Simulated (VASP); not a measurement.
# Ge (Fd-3m) in VASP: further runs

The runs below take Ge through single point, with PBE.

Everything below comes from runs of VASP 6.6.1. Logs are shortened: lines on timing, memory, paths and dates and some standing lists are left out, and cuts for length are marked.

### 1 The cell of the first run

Symmetry: Fd-3m, No. 227, cubic system. Conventional cell: a = 5.562 Å, b = 5.562 Å, c = 5.562 Å, α = 90.00°, β = 90.00°, γ = 90.00°. Ge (site symmetry -43m) has 4 Ge at 2.41 Å within 3.2 Å.

### 2 Single point, PBE

INCAR

```
SYSTEM = Ge
PREC = Accurate
ENCUT = 520
EDIFF = 1E-6
ISMEAR = -1
SIGMA = 0.05
LREAL = .FALSE.
LASPH = .TRUE.
NELM = 60
ALGO = Normal
ISIF = 2
LWAVE = .FALSE.
LCHARG = .FALSE.
GGA = PE
NBANDS = 21
```

KPOINTS

```
regular mesh
0
G
  6 6 6
  0 0 0
```

POSCAR

```
Ge
1.0
    0.0000000000      2.7809531083      2.7809531083
    2.7809531083      0.0000000000      2.7809531083
    2.7809531083      2.7809531083      0.0000000000
Ge
2
Direct
    0.0000000000      0.0000000000      0.0000000000
    0.2500000000      0.2500000000      0.2500000000
```

Potentials or basis: VASP PAW PBE potentials, release 64 (Ge_d).

Command:

```sh
cat potpaw_PBE.64/Ge_d/POTCAR > POTCAR
mpirun -np 1 vasp_std > vasp.out
```

OUTCAR:

```text
SYSTEM = Ge
   PREC = Accurate
   ENCUT = 520
   EDIFF = 1E-6
   ISMEAR = -1
   LREAL = .FALSE.
   LASPH = .TRUE.
   NELM = 60
   ISIF = 2
   GGA = PE

 ion  position               nearest neighbor table
   1  0.000  0.000  0.000-   2 2.41   2 2.41   2 2.41   2 2.41
   2  0.250  0.250  0.250-   1 2.41   1 2.41   1 2.41   1 2.41

  LATTYP: Found a face centered cubic cell.
 ALAT       =     5.5619062166

  Lattice vectors:

 A1 = (   0.0000000000,   2.7809531083,   2.7809531083)
 A2 = (   2.7809531083,   0.0000000000,   2.7809531083)
 A3 = (   2.7809531083,   2.7809531083,   0.0000000000)

Analysis of symmetry for initial positions (statically):
=====================================================================
 Subroutine PRICEL returns:
 Original cell was already a primitive cell.

 Routine SETGRP: Setting up the symmetry group for a
 face centered cubic supercell.

 Subroutine GETGRP returns: Found 48 space group operations
 (whereof 24 operations were pure point group operations)
 out of a pool of 48 trial point group operations.

The static configuration has the point symmetry T_d .
 The point group associated with its full space group is O_h .

Analysis of symmetry for dynamics (positions and initial velocities):
=====================================================================
 Subroutine PRICEL returns:
 Original cell was already a primitive cell.

 Routine SETGRP: Setting up the symmetry group for a
 face centered cubic supercell.

 Subroutine GETGRP returns: Found 48 space group operations
 (whereof 24 operations were pure point group operations)
 out of a pool of 48 trial point group operations.

The dynamic configuration has the point symmetry T_d .
 The point group associated with its full space group is O_h .

 Subroutine INISYM returns: Found 48 space group operations
 (whereof 24 operations are pure point group operations),
 and found     1 'primitive' translations

----------------------------------------------------------------------------------------

                                     Primitive cell

  volume of cell :      43.0141

  direct lattice vectors                    reciprocal lattice vectors
     0.000000000  2.780953108  2.780953108    -0.179794474  0.179794474  0.179794474
     2.780953108  0.000000000  2.780953108     0.179794474 -0.179794474  0.179794474
     2.780953108  2.780953108  0.000000000     0.179794474  0.179794474 -0.179794474

  length of vectors
     3.932861602  3.932861602  3.932861602     0.311413163  0.311413163  0.311413163

  position of ions in fractional coordinates (direct lattice)
     0.000000000  0.000000000  0.000000000
     0.250000000  0.250000000  0.250000000

  ion indices of the primitive-cell ions
   primitive index   ion index
                 1           1
                 2           2

----------------------------------------------------------------------------------------

 KPOINTS: regular mesh

Automatic generation of k-mesh.
 Grid dimensions read from file:
 generate k-points for:    6    6    6

 Generating k-lattice:

  Cartesian coordinates                     Fractional coordinates (reciprocal lattice)
    -0.029965746  0.029965746  0.029965746     0.166666667  0.000000000  0.000000000
     0.029965746 -0.029965746  0.029965746     0.000000000  0.166666667  0.000000000
     0.029965746  0.029965746 -0.029965746     0.000000000  0.000000000  0.166666667

  Length of vectors
     0.051902194  0.051902194  0.051902194

  Shift w.r.t. Gamma in fractional coordinates (k-lattice)
     0.000000000  0.000000000  0.000000000

 Subroutine IBZKPT returns following result:
 ===========================================

 Found     16 irreducible k-points:

 Following reciprocal coordinates:
            Coordinates               Weight
  0.000000  0.000000  0.000000      1.000000
  0.166667  0.000000  0.000000      8.000000
  0.333333  0.000000  0.000000      8.000000
  0.500000  0.000000  0.000000      4.000000
  0.166667  0.166667  0.000000      6.000000
  0.333333  0.166667  0.000000     24.000000
[... 8 lines left out ...]
 -0.333333  0.333333  0.166667     24.000000
 -0.333333  0.500000  0.166667     12.000000
   k-points           NKPTS =     16   k-points in BZ     NKDIM =     16   number of bands    NBANDS=     21
   number of dos      NEDOS =    301   number of ions     NIONS =      2
   total plane-waves  NPLWV =  27000
   dimension x,y,z NGX =    30 NGY =   30 NGZ =   30
   dimension x,y,z NGXF=    60 NGYF=   60 NGZF=   60
   ions per type =               2
   NGX,Y,Z   is equivalent  to a cutoff of  12.68, 12.68, 12.68 a.u.
   NGXF,Y,Z  is equivalent  to a cutoff of  25.36, 25.36, 25.36 a.u.
 SYSTEM =  Ge
   PREC   = accura    normal or accurate (medium, high low for compatibility)
   ISTART =      0    job   : 0-new  1-cont  2-samecut
   ICHARG =      2    charge: 1-file 2-atom 10-const
   ISPIN  =      1    spin polarized calculation?
   LNONCOLLINEAR =      F non collinear calculations
   LSORBIT =      F    spin-orbit coupling
   LASPH  =      T    aspherical Exc in radial PAW
   ENCUT  =  520.0 eV  38.22 Ry    6.18 a.u.   7.31  7.31  7.31*2*pi/ulx,y,z
   NELM   =     60;   NELMIN=  2; NELMDL= -5     # of ELM steps
   EDIFF  = 0.1E-05   stopping-criterion for ELM
   LREAL  =      F    real-space projection
   EDIFFG = 0.1E-04   stopping-criterion for IOM
   NSW    =      0    number of steps for IOM
   IBRION =     -1    ionic relax: 0-MD 1-quasi-New 2-CG
   NFREE  =      0    steps in history (QN), initial steepest desc. (CG)
   ISIF   =      2    stress and relaxation
   ISYM   =      2    0-nonsym 1-usesym 2-fastsym
   POTIM  = 0.5000    time-step for ionic-motion
   TEBEG  =    0.0;   TEEND  =   0.0 temperature during run
   PSTRESS=    0.0 pullay stress
   NELECT =      28.0000    total number of electrons
   NUPDOWN=      -1.0000    fix difference up-down
   EMIN   =  10.00;   EMAX   =-10.00  energy-range for DOS
   EFERMI =   0.00;   METHOD = LEGACY
   ISMEAR =    -1;   SIGMA  =   0.05  broadening in eV -4-tet -1-fermi 0-gaus
   EFERMI_NEDOS =   21; number of points for ismear=-14 and -15
   IALGO  =     38    algorithm
   IMIX   =      4    mixing-type and parameters
     AMIX     =   0.40;   BMIX     =  1.00
     AMIX_MAG =   1.60;   BMIX_MAG =  1.00
  volume/ion in A,a.u.               =      21.51       145.14
  Fermi-wavevector in a.u.,A,eV,Ry     =   1.418809  2.681160 27.388774  2.013018
  Thomas-Fermi vector in A             =   2.539895
   LORBIT       =      0    0 simple, 1 ext, 2 COOP (PROOUT), +10 PAW based schemes
   GGA     = PE    functional components
   LHFCALC =     F    Hartree Fock is set to
   AEXX    =    0.0000 exact exchange contribution
   IVDW    =     0    specifies the selected vdW correction
   LEPSILON=     F    determine dielectric tensor
   LRPA    =     F    only Hartree local field effects (RPA)
 non-spin polarized calculation
  energy-cutoff  :      520.00
  volume of cell :       43.01
 maximum number of plane-waves:      1173
 NGX is ok and might be reduce to    30
   NGX = 15   NGY = 15   NGZ = 15

 number of electron      28.0000007 magnetization

 Free energy of the ion-electron system (eV)
  ---------------------------------------------------
  ext. energy  EPLUGINS =         0.00000000
  ---------------------------------------------------
  free energy    TOTEN  =        -8.88596107 eV

  energy without entropy =       -8.88550488  energy(sigma->0) =       -8.88573298

 E-fermi :   5.6806     XC(G=0): -10.1639

 val. band max:        5.5161735035   @ k =   0.0000   0.0000   0.0000
 cond. band min:       5.8618610259   @ k =   0.5000   0.0000   0.0000
 fundamental gap:      0.3456875223
 Fermi energy:         5.6805608743

 k-point     1 :       0.0000    0.0000    0.0000
  band No.  band energies     occupation
      1     -19.3786      2.00000
      2     -19.3786      2.00000
      3     -19.3786      2.00000
      4     -19.3384      2.00000
      5     -19.3384      2.00000
      6     -19.0985      2.00000
[... 13 lines left out ...]
     20      15.1318      0.00000
     21      15.1318      0.00000

 k-point     2 :       0.1667    0.0000    0.0000
  band No.  band energies     occupation
      1     -19.3924      2.00000
      2     -19.3924      2.00000
      3     -19.3738      2.00000
      4     -19.3183      2.00000
      5     -19.3183      2.00000
      6     -19.1165      2.00000
[... 13 lines left out ...]
     20      13.9337      0.00000
     21      13.9337      0.00000

 k-point     3 :       0.3333    0.0000    0.0000
  band No.  band energies     occupation
      1     -19.4037      2.00000
      2     -19.4037      2.00000
      3     -19.3641      2.00000
      4     -19.2965      2.00000
      5     -19.2965      2.00000
      6     -19.1319      2.00000
[... 13 lines left out ...]
     20      14.6185      0.00000
     21      14.6185      0.00000

 k-point     4 :       0.5000    0.0000    0.0000
  band No.  band energies     occupation
      1     -19.4062      2.00000
      2     -19.4062      2.00000
      3     -19.3591      2.00000
      4     -19.2907      2.00000
      5     -19.2907      2.00000
      6     -19.1350      2.00000
[... 13 lines left out ...]
     20      17.0100      0.00000
     21      17.0100      0.00000

 k-point     5 :       0.1667    0.1667    0.0000
  band No.  band energies     occupation
      1     -19.3898      2.00000
      2     -19.3893      2.00000
      3     -19.3893      2.00000
      4     -19.3203      2.00000
      5     -19.2950      2.00000
      6     -19.1560      2.00000
[... 13 lines left out ...]
     20      14.1291      0.00000
     21      15.6174      0.00000

 k-point     6 :       0.3333    0.1667    0.0000
  band No.  band energies     occupation
      1     -19.4128      2.00000
      2     -19.4010      2.00000
      3     -19.3673      2.00000
      4     -19.2967      2.00000
      5     -19.2658      2.00000
      6     -19.1850      2.00000
[... 13 lines left out ...]
     20      15.4326      0.00000
     21      15.9709      0.00000

 k-point     7 :       0.5000    0.1667    0.0000
  band No.  band energies     occupation
      1     -19.4254      2.00000
      2     -19.4101      2.00000
      3     -19.3405      2.00000
      4     -19.2749      2.00000
      5     -19.2654      2.00000
      6     -19.1785      2.00000
[... 13 lines left out ...]
     20      16.8840      0.00000
     21      17.0204      0.00000

 k-point     8 :      -0.3333    0.1667    0.0000
  band No.  band energies     occupation
      1     -19.4213      2.00000
      2     -19.4143      2.00000
      3     -19.3356      2.00000
      4     -19.2888      2.00000
      5     -19.2658      2.00000
      6     -19.1626      2.00000
[... 13 lines left out ...]
     20      14.8631      0.00000
     21      16.8131      0.00000

 k-point     9 :      -0.1667    0.1667    0.0000
  band No.  band energies     occupation
      1     -19.4083      2.00000
      2     -19.4025      2.00000
      3     -19.3604      2.00000
      4     -19.3079      2.00000
      5     -19.2869      2.00000
      6     -19.1483      2.00000
[... 13 lines left out ...]
     20      15.1249      0.00000
     21      15.1542      0.00000

 k-point    10 :       0.3333    0.3333    0.0000
  band No.  band energies     occupation
      1     -19.4081      2.00000
      2     -19.4081      2.00000
      3     -19.3749      2.00000
      4     -19.2713      2.00000
      5     -19.2414      2.00000
      6     -19.2188      2.00000
[... 13 lines left out ...]
     20      17.0797      0.00000
     21      17.7371      0.00000

 k-point    11 :       0.5000    0.3333    0.0000
  band No.  band energies     occupation
      1     -19.4281      2.00000
      2     -19.4151      2.00000
      3     -19.3362      2.00000
      4     -19.2625      2.00000
      5     -19.2411      2.00000
      6     -19.1960      2.00000
[... 13 lines left out ...]
     20      17.4485      0.00000
     21      18.0221      0.00000

 k-point    12 :      -0.3333    0.3333    0.0000
  band No.  band energies     occupation
      1     -19.4377      2.00000
      2     -19.4185      2.00000
      3     -19.3181      2.00000
      4     -19.2370      2.00000
      5     -19.2295      2.00000
      6     -19.2153      2.00000
[... 13 lines left out ...]
     20      14.5567      0.00000
     21      19.5159      0.00000

 k-point    13 :       0.5000    0.5000    0.0000
  band No.  band energies     occupation
      1     -19.4166      2.00000
      2     -19.4166      2.00000
      3     -19.3218      2.00000
      4     -19.3218      2.00000
      5     -19.2058      2.00000
      6     -19.2058      2.00000
[... 13 lines left out ...]
     20      17.6576      0.00000
     21      18.6478      0.00000

 k-point    14 :       0.5000    0.3333    0.1667
  band No.  band energies     occupation
      1     -19.4232      2.00000
      2     -19.4201      2.00000
      3     -19.3350      2.00000
      4     -19.2730      2.00000
      5     -19.2333      2.00000
      6     -19.2161      2.00000
[... 13 lines left out ...]
     20      15.7483      0.00000
     21      18.3095      0.00000

 k-point    15 :      -0.3333    0.3333    0.1667
  band No.  band energies     occupation
      1     -19.4349      2.00000
      2     -19.4231      2.00000
      3     -19.3100      2.00000
      4     -19.2525      2.00000
      5     -19.2261      2.00000
      6     -19.2177      2.00000
[... 13 lines left out ...]
     20      17.6483      0.00000
     21      17.8226      0.00000

 k-point    16 :      -0.3333    0.5000    0.1667
  band No.  band energies     occupation
      1     -19.4295      2.00000
      2     -19.4295      2.00000
      3     -19.2872      2.00000
      4     -19.2872      2.00000
      5     -19.2103      2.00000
      6     -19.2103      2.00000
[... 13 lines left out ...]
     20      16.9697      0.00000
     21      18.8329      0.00000

------------------------ aborting loop because EDIFF is reached ----------------------------------------

  FORCE on cell =-STRESS in cart. coord.  units (eV):
  Direction    XX          YY          ZZ          XY          YZ          ZX
  --------------------------------------------------------------------------------------
  -------------------------------------------------------------------------------------
  Total        2.1097953      2.1097953      2.1097953      0.0000000      0.0000000     -0.0000000
  in kB       78.5850446     78.5850446     78.5850446      0.0000000      0.0000000     -0.0000000
  external PRESSURE =      78.5850446 kB  Pullay stress =       0.0000000 kB

 VOLUME and BASIS-vectors are now :
 -----------------------------------------------------------------------------
  energy-cutoff  :      520.00
  volume of cell :       43.01
      direct lattice vectors                 reciprocal lattice vectors
     0.000000000  2.780953108  2.780953108    -0.179794474  0.179794474  0.179794474
     2.780953108  0.000000000  2.780953108     0.179794474 -0.179794474  0.179794474
     2.780953108  2.780953108  0.000000000     0.179794474  0.179794474 -0.179794474

 POSITION                                       TOTAL-FORCE (eV/Angst)
 -----------------------------------------------------------------------------------
      0.00000      0.00000      0.00000        -0.000000     -0.000000     -0.000000
      1.39048      1.39048      1.39048         0.000000      0.000000      0.000000
 -----------------------------------------------------------------------------------
    total drift:                                0.000000      0.000000      0.000000

  FREE ENERGIE OF THE ION-ELECTRON SYSTEM (eV)
  ---------------------------------------------------
  free  energy   TOTEN  =        -8.8859610727 eV

  energy  without entropy=       -8.8855048806  energy(sigma->0) =       -8.88573298
```

It took 22 s on 1 thread of Intel Xeon Platinum 8259CL at 2.50GHz (Skylake/Cascade Lake), shared host; peak memory 0.16 GiB.

Results:

```yaml
Free_energy: -8.8860 eV
Pressure: 7.9 GPa
Band_gap_on_the_k_mesh: 0.35 eV, indirect (least direct gap 0.51 eV)
```

A k mesh can miss the band edges.

(Part 1 of 2 ends here.)
